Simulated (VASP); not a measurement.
# Ti (C2/c) in VASP: further runs

Ti is run at these levels: PBEsol; tasks: single point.

All numbers are computed with VASP 6.6.1; they aren't measurements. Logs are shortened: lines on timing, memory, paths and dates and some standing lists are left out, and cuts for length are marked.

**1. The cell of the first run**

Symmetry: C2/c, No. 15, monoclinic system. Conventional cell: a = 2.950 Å, b = 5.110 Å, c = 4.686 Å, α = 90.00°, β = 90.43°, γ = 90.00°. Ti (site symmetry 2) has 12 Ti at 2.89 to 2.95 Å within 3.8 Å.

**2. Single point, PBEsol (strain +0.0075 x Voigt [0, 0, 0, 0, 1, 0])**

The input, INCAR:

```
SYSTEM = Ti
ALGO = Fast
EDIFF = 1E-6
ENCUT = 520
GGA = PS
ISIF = 2
ISMEAR = 0
LASPH = .True.
LCHARG = .True.
LELF = .True.
LREAL = .False.
LVHAR = .True.
LWAVE = .False.
NBANDS = 19
NELM = 100
PREC = Accurate
SIGMA = 0.15
```

The input, KPOINTS:

```
k-points
0
Gamma
  18 18 10
  0 0 0
```

The input, POSCAR:

```
Ti
1.0
    2.9499978604      0.0000000000      0.0110624920
   -1.4749989302      2.5547730882     -0.0055312460
    0.0175725000      0.0000000000      4.6860000000
Ti
2
Direct
    0.3333333333      0.6666666667      0.2500000000
    0.6666666667      0.3333333333      0.7500000000
```

Potentials or basis: VASP PAW PBE potentials, release 64 (Ti_sv).

The run is started by

```sh
$ cat potpaw_PBE.64/Ti_sv/POTCAR > POTCAR
$ mpirun -np 1 vasp_std > vasp.out
```

OUTCAR:

```text
SYSTEM = Ti
   EDIFF = 1E-6
   ENCUT = 520
   GGA = PS
   ISIF = 2
   ISMEAR = 0
   LASPH = .True.
   LREAL = .False.
   NELM = 100
   PREC = Accurate

 ion  position               nearest neighbor table
   1  0.333  0.667  0.250-   2 2.89   2 2.89   2 2.90   2 2.90   2 2.91   2 2.91
   2  0.667  0.333  0.750-   1 2.89   1 2.89   1 2.90   1 2.90   1 2.91   1 2.91

  LATTYP: Found a base centered monoclinic cell.
 ALAT       =     2.9500186025
 B/A-ratio  =     1.7320386292
 C/A-ratio  =     1.5884757284
 COS(beta)  =    -0.0074998945

  Lattice vectors:

 A1 = (  -1.4749989302,   2.5547730882,  -0.0055312460)
 A2 = (  -1.4749989302,  -2.5547730882,  -0.0055312460)
 A3 = (   0.0175725000,   0.0000000000,   4.6860000000)

Analysis of symmetry for initial positions (statically):
=====================================================================
 Subroutine PRICEL returns:
 Original cell was already a primitive cell.

 Routine SETGRP: Setting up the symmetry group for a
 base centered monoclinic supercell.

 Subroutine GETGRP returns: Found  4 space group operations
 (whereof  2 operations were pure point group operations)
 out of a pool of  4 trial point group operations.

The static configuration has the point symmetry S_2 .
 The point group associated with its full space group is C_2h.

Analysis of symmetry for dynamics (positions and initial velocities):
=====================================================================
 Subroutine PRICEL returns:
 Original cell was already a primitive cell.

 Routine SETGRP: Setting up the symmetry group for a
 base centered monoclinic supercell.

 Subroutine GETGRP returns: Found  4 space group operations
 (whereof  2 operations were pure point group operations)
 out of a pool of  4 trial point group operations.

The dynamic configuration has the point symmetry S_2 .
 The point group associated with its full space group is C_2h.

 Subroutine INISYM returns: Found  4 space group operations
 (whereof  2 operations are pure point group operations),
 and found     1 'primitive' translations

----------------------------------------------------------------------------------------

                                     Primitive cell

  volume of cell :      35.3159

  direct lattice vectors                    reciprocal lattice vectors
     2.949997860  0.000000000  0.011062492     0.338988064  0.195712098 -0.001271205
    -1.474998930  2.554773088 -0.005531246     0.000000000  0.391424195  0.000000000
     0.017572500  0.000000000  4.686000000    -0.000800267  0.000000000  0.213404623

  length of vectors
     2.950018602  2.950003046  4.686032948     0.391430388  0.391424195  0.213406123

  position of ions in fractional coordinates (direct lattice)
     0.333333333  0.666666667  0.250000000
     0.666666667  0.333333333  0.750000000

  ion indices of the primitive-cell ions
   primitive index   ion index
                 1           1
                 2           2

----------------------------------------------------------------------------------------

 KPOINTS: k-points

Automatic generation of k-mesh.
 Grid dimensions read from file:
 generate k-points for:   18   18   10

 Generating k-lattice:

  Cartesian coordinates                     Fractional coordinates (reciprocal lattice)
     0.018832670  0.010872894 -0.000070623     0.055555556  0.000000000  0.000000000
     0.000000000  0.021745789  0.000000000     0.000000000  0.055555556  0.000000000
    -0.000080027  0.000000000  0.021340462     0.000000000 -0.000000000  0.100000000

  Length of vectors
     0.021746133  0.021745789  0.021340612

  Shift w.r.t. Gamma in fractional coordinates (k-lattice)
     0.000000000  0.000000000  0.000000000

 Subroutine IBZKPT returns following result:
 ===========================================

 Found    866 irreducible k-points:

 Following reciprocal coordinates:
            Coordinates               Weight
  0.000000  0.000000  0.000000      1.000000
  0.055556  0.000000  0.000000      4.000000
  0.111111  0.000000  0.000000      4.000000
  0.166667 -0.000000  0.000000      4.000000
  0.222222  0.000000  0.000000      4.000000
  0.277778  0.000000  0.000000      4.000000
[... 16 lines left out ...]
 -0.333333  0.055556 -0.000000      4.000000
 -0.277778  0.055556 -0.000000      4.000000
 [... further k-points ...]
   k-points           NKPTS =    866   k-points in BZ     NKDIM =    866   number of bands    NBANDS=     19
   number of dos      NEDOS =    301   number of ions     NIONS =      2
   total plane-waves  NPLWV =  20736
   dimension x,y,z NGX =    24 NGY =   24 NGZ =   36
   dimension x,y,z NGXF=    48 NGYF=   48 NGZF=   72
   ions per type =               2
   NGX,Y,Z   is equivalent  to a cutoff of  13.53, 13.53, 12.77 a.u.
   NGXF,Y,Z  is equivalent  to a cutoff of  27.05, 27.05, 25.54 a.u.
 SYSTEM =  Ti
   PREC   = accura    normal or accurate (medium, high low for compatibility)
   ISTART =      0    job   : 0-new  1-cont  2-samecut
   ICHARG =      2    charge: 1-file 2-atom 10-const
   ISPIN  =      1    spin polarized calculation?
   LNONCOLLINEAR =      F non collinear calculations
   LSORBIT =      F    spin-orbit coupling
   LASPH  =      T    aspherical Exc in radial PAW
   ENCUT  =  520.0 eV  38.22 Ry    6.18 a.u.   5.49  5.49  8.71*2*pi/ulx,y,z
   NELM   =    100;   NELMIN=  2; NELMDL= -5     # of ELM steps
   EDIFF  = 0.1E-05   stopping-criterion for ELM
   LREAL  =      F    real-space projection
   EDIFFG = 0.1E-04   stopping-criterion for IOM
   NSW    =      0    number of steps for IOM
   IBRION =     -1    ionic relax: 0-MD 1-quasi-New 2-CG
   NFREE  =      0    steps in history (QN), initial steepest desc. (CG)
   ISIF   =      2    stress and relaxation
   ISYM   =      2    0-nonsym 1-usesym 2-fastsym
   POTIM  = 0.5000    time-step for ionic-motion
   TEBEG  =    0.0;   TEEND  =   0.0 temperature during run
   PSTRESS=    0.0 pullay stress
   NELECT =      24.0000    total number of electrons
   NUPDOWN=      -1.0000    fix difference up-down
   EMIN   =  10.00;   EMAX   =-10.00  energy-range for DOS
   EFERMI =   0.00;   METHOD = LEGACY
   ISMEAR =     0;   SIGMA  =   0.15  broadening in eV -4-tet -1-fermi 0-gaus
   EFERMI_NEDOS =   21; number of points for ismear=-14 and -15
   IALGO  =     68    algorithm
   IMIX   =      4    mixing-type and parameters
     AMIX     =   0.40;   BMIX     =  1.00
     AMIX_MAG =   1.60;   BMIX_MAG =  1.00
  volume/ion in A,a.u.               =      17.66       119.16
  Fermi-wavevector in a.u.,A,eV,Ry     =   1.439313  2.719907 28.186118  2.071621
  Thomas-Fermi vector in A             =   2.558182
   LORBIT       =      0    0 simple, 1 ext, 2 COOP (PROOUT), +10 PAW based schemes
   GGA     = PS    functional components
   LHFCALC =     F    Hartree Fock is set to
   AEXX    =    0.0000 exact exchange contribution
   IVDW    =     0    specifies the selected vdW correction
   LEPSILON=     F    determine dielectric tensor
   LRPA    =     F    only Hartree local field effects (RPA)
 non-spin polarized calculation
 RMM-DIIS sequential band-by-band and
 Gauss-broadening in eV      SIGMA  =   0.15
  energy-cutoff  :      520.00
  volume of cell :       35.32
 maximum number of plane-waves:       980
 NGX is ok and might be reduce to    24
   NGX = 11   NGY = 11   NGZ = 17

 number of electron      24.0000001 magnetization

 Free energy of the ion-electron system (eV)
  ---------------------------------------------------
  ext. energy  EPLUGINS =         0.00000000
  ---------------------------------------------------
  free energy    TOTEN  =       -16.65203635 eV

  energy without entropy =      -16.62793653  energy(sigma->0) =      -16.63998644

 E-fermi :   8.0330     XC(G=0): -11.5562

 val. band max:        8.0307680398   @ k =   0.4444   0.2222   0.3000
 cond. band min:       8.0359635263   @ k =  -0.3333   0.5000   0.4000
 fundamental gap:      0.0051954865
 Fermi energy:         8.0329988049

 k-point     1 :       0.0000    0.0000    0.0000
  band No.  band energies     occupation
      1     -48.6184      2.00000
      2     -48.4892      2.00000
      3     -25.2902      2.00000
      4     -24.6710      2.00000
      5     -24.6710      2.00000
      6     -24.6130      2.00000
[... 11 lines left out ...]
     18       9.6394      0.00000
     19      11.1317      0.00000

 k-point     2 :       0.0556    0.0000    0.0000
  band No.  band energies     occupation
      1     -48.6155      2.00000
      2     -48.4880      2.00000
      3     -25.2837      2.00000
      4     -24.6845      2.00000
      5     -24.6756      2.00000
      6     -24.6158      2.00000
[... 11 lines left out ...]
     18       9.5904      0.00000
     19      11.1581      0.00000

 k-point     3 :       0.1111    0.0000    0.0000
  band No.  band energies     occupation
      1     -48.6070      2.00000
      2     -48.4847      2.00000
      3     -25.2645      2.00000
      4     -24.7236      2.00000
      5     -24.6884      2.00000
      6     -24.6307      2.00000
[... 11 lines left out ...]
     18       9.4988      0.00000
     19      11.2228      0.00000

 k-point     4 :       0.1667   -0.0000    0.0000
  band No.  band energies     occupation
      1     -48.5937      2.00000
      2     -48.4798      2.00000
      3     -25.2339      2.00000
      4     -24.7839      2.00000
      5     -24.7076      2.00000
      6     -24.6906      2.00000
[... 11 lines left out ...]
     18       9.7486      0.00000
     19      11.3022      0.00000

 k-point     5 :       0.2222    0.0000    0.0000
  band No.  band energies     occupation
      1     -48.5769      2.00000
      2     -48.4742      2.00000
      3     -25.1939      2.00000
      4     -24.8583      2.00000
      5     -24.7633      2.00000
      6     -24.7304      2.00000
[... 11 lines left out ...]
     18      10.0728      0.00000
     19      11.3772      0.00000

 k-point     6 :       0.2778    0.0000    0.0000
  band No.  band energies     occupation
      1     -48.5582      2.00000
      2     -48.4690      2.00000
      3     -25.1472      2.00000
      4     -24.9380      2.00000
      5     -24.8388      2.00000
      6     -24.7541      2.00000
[... 11 lines left out ...]
     18      10.4428      0.00000
     19      11.4384      0.00000

 k-point     7 :       0.3333    0.0000    0.0000
  band No.  band energies     occupation
      1     -48.5395      2.00000
      2     -48.4652      2.00000
      3     -25.0975      2.00000
      4     -25.0132      2.00000
      5     -24.9081      2.00000
      6     -24.7759      2.00000
[... 11 lines left out ...]
     18      10.8234      0.00000
     19      11.4834      0.00000

 k-point     8 :       0.3889    0.0000    0.0000
  band No.  band energies     occupation
      1     -48.5228      2.00000
      2     -48.4635      2.00000
      3     -25.0747      2.00000
      4     -25.0497      2.00000
      5     -24.9636      2.00000
      6     -24.7934      2.00000
[... 256 lines left out ...]
 k-point    20 :       0.5000    0.0556    0.0000
  band No.  band energies     occupation
      1     -48.5061      2.00000
      2     -48.4641      2.00000
      3     -25.1211      2.00000
      4     -25.0058      2.00000
      5     -24.9962      2.00000
      6     -24.8150      2.00000
[... 11 lines left out ...]
     18      11.5107      0.00000
     19      12.2372      0.00000

 k-point    21 :      -0.4444    0.0556    0.0000
  band No.  band energies     occupation
      1     -48.5149      2.00000
      2     -48.4634      2.00000
      3     -25.0942      2.00000
      4     -25.0255      2.00000
      5     -24.9822      2.00000
      6     -24.8063      2.00000
[... 11 lines left out ...]
     18      11.4999      0.00000
     19      11.6989      0.00000

 k-point    22 :      -0.3889    0.0556    0.0000
  band No.  band energies     occupation
      1     -48.5295      2.00000
      2     -48.4640      2.00000
      3     -25.0695      2.00000
      4     -25.0434      2.00000
      5     -24.9394      2.00000
      6     -24.7897      2.00000
[... 11 lines left out ...]
     18      11.2159      0.00000
     19      11.4787      0.00000

 k-point    23 :      -0.3333    0.0556   -0.0000
  band No.  band energies     occupation
      1     -48.5473      2.00000
      2     -48.4666      2.00000
      3     -25.1187      2.00000
      4     -24.9752      2.00000
      5     -24.8814      2.00000
      6     -24.7665      2.00000
[... 11 lines left out ...]
     18      10.7741      0.00000
     19      11.4443      0.00000

 k-point    24 :      -0.2778    0.0556   -0.0000
  band No.  band energies     occupation
      1     -48.5660      2.00000
      2     -48.4710      2.00000
      3     -25.1672      2.00000
      4     -24.8980      2.00000
      5     -24.8158      2.00000
      6     -24.7379      2.00000
[... 11 lines left out ...]
     18      10.3597      0.00000
     19      11.3954      0.00000

 [... further k-points ...]

------------------------ aborting loop because EDIFF is reached ----------------------------------------

  FORCE on cell =-STRESS in cart. coord.  units (eV):
  Direction    XX          YY          ZZ          XY          YZ          ZX
  --------------------------------------------------------------------------------------
  -------------------------------------------------------------------------------------
  Total       -1.3118041     -1.3131070     -1.4371012      0.0000000      0.0000000     -0.0656213
  in kB      -59.5126589    -59.5717681    -65.1970171      0.0000000      0.0000000     -2.9770417
  external PRESSURE =     -61.4271481 kB  Pullay stress =       0.0000000 kB

 VOLUME and BASIS-vectors are now :
 -----------------------------------------------------------------------------
  energy-cutoff  :      520.00
  volume of cell :       35.32
      direct lattice vectors                 reciprocal lattice vectors
     2.949997860  0.000000000  0.011062492     0.338988064  0.195712098 -0.001271205
    -1.474998930  2.554773088 -0.005531246     0.000000000  0.391424195  0.000000000
     0.017572500  0.000000000  4.686000000    -0.000800267  0.000000000  0.213404623

 POSITION                                       TOTAL-FORCE (eV/Angst)
 -----------------------------------------------------------------------------------
      0.00439      1.70318      1.17150         0.000000      0.000070      0.000000
      1.48818      0.85159      3.52003        -0.000000     -0.000070     -0.000000
 -----------------------------------------------------------------------------------
    total drift:                                0.000000     -0.000000      0.000000

  FREE ENERGIE OF THE ION-ELECTRON SYSTEM (eV)
  ---------------------------------------------------
  free  energy   TOTEN  =       -16.6520363470 eV

  energy  without entropy=      -16.6279365265  energy(sigma->0) =      -16.63998644
```

Run time: 16 min. Hardware: 1 thread of AMD EPYC 9R45 (Zen 5), shared host; peak memory 0.51 GiB.

What came out:

- Free energy: -16.6520 eV
- Pressure: -6.1 GPa
- Band gap on the k mesh: zero (bands 12 and 13 overlap by 1.10 eV)

Levels at points of the mesh, in eV from the Fermi level:
```tsv
k point	band 8	band 9	band 10	band 11	band 12	band 13	band 14	band 15	band 16	band 17
(0.00, 0.00, 0.00)	-32.61	-6.17	-2.65	0.72	0.77	0.77	0.86	1.25	1.25	1.61
(0.50, 0.00, 0.00)	-32.68	-2.32	-2.11	-1.81	-0.62	0.48	0.60	1.15	3.30	3.50
(0.00, 0.50, 0.00)	-32.68	-2.32	-2.11	-1.81	-0.62	0.48	0.60	1.15	3.30	3.50
(0.00, 0.00, 0.50)	-32.65	-4.34	-4.34	0.08	0.08	0.68	0.68	0.68	0.68	2.73
(0.50, 0.00, 0.50)	-32.76	-2.51	-2.50	-0.81	-0.79	1.26	1.33	1.70	1.71	3.43
(0.00, 0.50, 0.50)	-32.76	-2.51	-2.51	-0.80	-0.80	1.29	1.29	1.70	1.70	3.43
```

Caveat: the cell differs from its parent crystal (strain +0.0075 x Voigt [0, 0, 0, 0, 1, 0]); the cell stands under tension; the PAW data sets were made with another functional, which shifts forces and pressure a little.

**3. Single point, PBEsol (strain +0.0025 x Voigt [0, 0, 0, 0, 1, 0])**

The input, INCAR:

```
SYSTEM = Ti
  PREC = Accurate
  ENCUT = 520
  EDIFF = 1E-6
  ISMEAR = 0
  SIGMA = 0.15
  LREAL = .False.
  LASPH = .True.
  NELM = 80
  ALGO = Fast
  ISIF = 2
  LWAVE = .False.
  LCHARG = .False.
  GGA = PS
  NBANDS = 19
```

The input, KPOINTS:

```
regular mesh
0
Gamma
  18 18 10
  0 0 0
```

The input, POSCAR:

```
Ti
1.0
    2.9499978604      0.0000000000      0.0036874973
   -1.4749989302      2.5547730882     -0.0018437487
    0.0058575000      0.0000000000      4.6860000000
Ti
2
Direct
    0.3333333333      0.6666666667      0.2500000000
    0.6666666667      0.3333333333      0.7500000000
```

Potentials or basis: VASP PAW PBE potentials, release 64 (Ti_sv).

The run is started by

```sh
$ cat potpaw_PBE.64/Ti_sv/POTCAR > POTCAR
$ mpirun -np 1 vasp_std > vasp.out
```

Run time: 13 min. Hardware: 1 thread of AMD EPYC 9R45 (Zen 5), shared host; peak memory 0.51 GiB.

Results (log left out):

```
Free energy            : -16.6522 eV
Pressure               : -6.1 GPa
Band gap on the k mesh : zero (bands 12 and 13 overlap by 1.10 eV)
```

Stress tensor (GPa, compression positive):
```
-5.89  0.00 -0.10
 0.00 -5.89  0.00
-0.10  0.00 -6.46
```

Levels at points of the mesh, in eV from the Fermi level:
```tsv
k point	band 9	band 10	band 11	band 12	band 13	band 14	band 15	band 16
(0.00, 0.00, 0.00)	-6.17	-2.65	0.71	0.77	0.77	0.86	1.25	1.25
(0.50, 0.00, 0.00)	-2.32	-2.11	-1.81	-0.62	0.48	0.60	1.15	3.30
(0.00, 0.50, 0.00)	-2.32	-2.11	-1.81	-0.62	0.48	0.60	1.15	3.30
(0.00, 0.00, 0.50)	-4.34	-4.34	0.08	0.08	0.68	0.68	0.68	0.68
(0.50, 0.00, 0.50)	-2.51	-2.50	-0.80	-0.79	1.28	1.31	1.70	1.71
(0.00, 0.50, 0.50)	-2.51	-2.51	-0.80	-0.80	1.29	1.29	1.70	1.70
```

Caveat: the cell differs from its parent crystal (strain +0.0025 x Voigt [0, 0, 0, 0, 1, 0]); the cell stands under tension; the PAW data sets were made with another functional, which shifts forces and pressure a little.
